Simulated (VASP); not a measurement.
Here is a VASP 6.6.1 calculation.

File INCAR:

```
SYSTEM = Pd
  PREC = Accurate
  ENCUT = 500
  EDIFF = 1E-6
  ISMEAR = -1
  SIGMA = 0.15
  LREAL = .FALSE.
  LASPH = .TRUE.
  NELM = 120
  ALGO = Normal
  ISIF = 2
  LWAVE = .FALSE.
  LCHARG = .FALSE.
  GGA = PE
  NBANDS = 11
  GGA_COMPAT = .FALSE.
```

File KPOINTS:

```
Automatic mesh
0
G
  9 9 9
  0 0 0
```

Contents of POSCAR:

```
Pd
1.0
    0.0000000000      1.9797983646      1.9797983646
    1.9797983646      0.0000000000      1.9797983646
    1.9797983646      1.9797983646      0.0000000000
Pd
1
Direct
    0.0000000000      0.0000000000      0.0000000000
```

Potentials or basis: VASP PAW PBE potentials, release 64 (Pd).

Launch:

```sh
$ cat potpaw_PBE.64/Pd/POTCAR > POTCAR
$ mpirun -np 1 vasp_std > vasp.out
```

**Question.** Predict the pressure.

**Answer.** -1.8 GPa.

**Question.** Estimate the band gap on the k mesh.

**Answer.** Zero (band 5 reaches 9.11 eV, above the bottom of band 6 at 7.74 eV).
